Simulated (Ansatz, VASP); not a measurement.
# Two plane-wave programs on BN

```
B N
1.0
     2.55458    0.00000    0.00000
    -1.27729    2.21233    0.00000
     0.00000    0.00000    8.44903
B N
4 4
Direct
  0.66537 0.33333 0.49990
  0.66797 0.33333 0.99990
  0.32779 0.66667 0.24990
  0.33888 0.66667 0.74990
  0.66079 0.33333 0.31260
  0.67254 0.33333 0.81260
  0.33333 0.66667 0.06260
  0.33333 0.66667 0.56260
```

Change from the starting cell: mode 4 (339.6 1/cm) frozen in, largest displacement +0.015 Å.

Alike in both runs: task single point; functional PBE; k mesh 12 × 12 × 4; occupations gaussian, width 0.05 eV; no spin polarisation.

```csv
,VASP,Ansatz
version,VASP 6.6.1,Ansatz 0.2.0
potentials or method,"VASP PAW PBE potentials, release 64 (B, N), cutoff 520 eV","scalar-relativistic, plane waves, PAW"
valence electrons in the cell,32,32
```

|  | VASP | Ansatz | Ansatz less VASP |
| --- | --- | --- | --- |
| gap on the k mesh at the Fermi level (eV) | 5.21 | 5.23 | +0.017 |
| least direct gap on the mesh (eV) | 8.21 | 8.22 | +0.017 |
| pressure (GPa) | 0.2 | 0.0 | -0.23 |
| rms of the force components (eV/Å) | 0.032 | 0.032 | -0.0001 |

Atom by atom the forces differ by 0.001 eV/Å (rms over components).
